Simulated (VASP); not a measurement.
Input of a VASP 6.6.1 run:

Contents of INCAR:

```
SYSTEM = TiB2
ALGO     = Normal         ! electronic algorithm
EDIFF    = 1E-7           ! SCF threshold, eV
ENCUT    = 520            ! plane-wave cutoff, eV
GGA      = PE             ! functional
ISIF     = 2              ! what is computed and relaxed
ISMEAR   = -1             ! smearing method
LASPH    = .TRUE.         ! aspherical terms in the spheres
LCHARG   = .FALSE.        ! write CHGCAR
LREAL    = .FALSE.        ! projectors in reciprocal space
LWAVE    = .FALSE.        ! write WAVECAR
NBANDS   = 16             ! bands
NELM     = 100            ! most SCF steps
PREC     = Accurate       ! precision mode
SIGMA    = 0.1            ! smearing width, eV
```

Contents of KPOINTS:

```
k-points
0
G
  11 11 9
  0 0 0
```

Contents of POSCAR:

```
TiB2
1.0
    2.9461660724      0.0000000000      0.0000000000
   -1.4730830362      2.5514545135      0.0000000000
    0.0000000000      0.0000000000      3.1399057666
Ti B
1 2
Direct
    0.0000000000      0.0000000000      0.0000000000
    0.3333333333      0.6666666667      0.5000000000
    0.6666666667      0.3333333333      0.5000000000
```

Potentials or basis: VASP PAW PBE potentials, release 64 (Ti_sv, B).

Run with:

```bash
$ cat potpaw_PBE.64/Ti_sv/POTCAR potpaw_PBE.64/B/POTCAR > POTCAR
$ mpirun -np 1 vasp_std > vasp.out
```

(1) Estimate the band gap on the k mesh.

(2) Predict the pressure.

Answers

(1) zero (band 9 reaches 11.15 eV, above the bottom of band 10 at 10.64 eV).

(2) 25.5 GPa.
